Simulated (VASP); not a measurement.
CaO:

```
Ca O
1.0
     0.00000    2.71100    2.71100
     2.71100    0.00000    2.71100
     2.71100    2.71100    0.00000
Ca O
1 1
Direct
  0.00000 0.00000 0.00000
  0.25000 0.25000 0.25000
```

This cell differs from its parent crystal: strain +4.0%.

Base run:

- Program: VASP 6.6.1
- Functional: r2SCAN
- Potentials or basis: VASP PAW PBE potentials, release 64 (Ca_sv, O)
- Cutoff: 520 eV
- k mesh: 8 × 8 × 8
- Occupations: gaussian, width 0.01 eV
- Spin: no spin polarisation

Its results: band gap on the k mesh 3.33 eV (least direct gap 3.77 eV); pressure -7.1 GPa.

Problem. The run is repeated on the same cell with these changes: functional from r2SCAN to PBE; occupations from gaussian, width 0.01 eV to fermi-dirac, width 0.02 eV. What comes out?

Solution. Band gap on the k mesh 2.93 eV (least direct gap 3.37 eV); pressure -5.9 GPa.

Caveats: the cell stands under tension; the PAW data sets were made with another functional, which shifts forces and pressure a little (at least some runs).

A k mesh can miss the band edges.
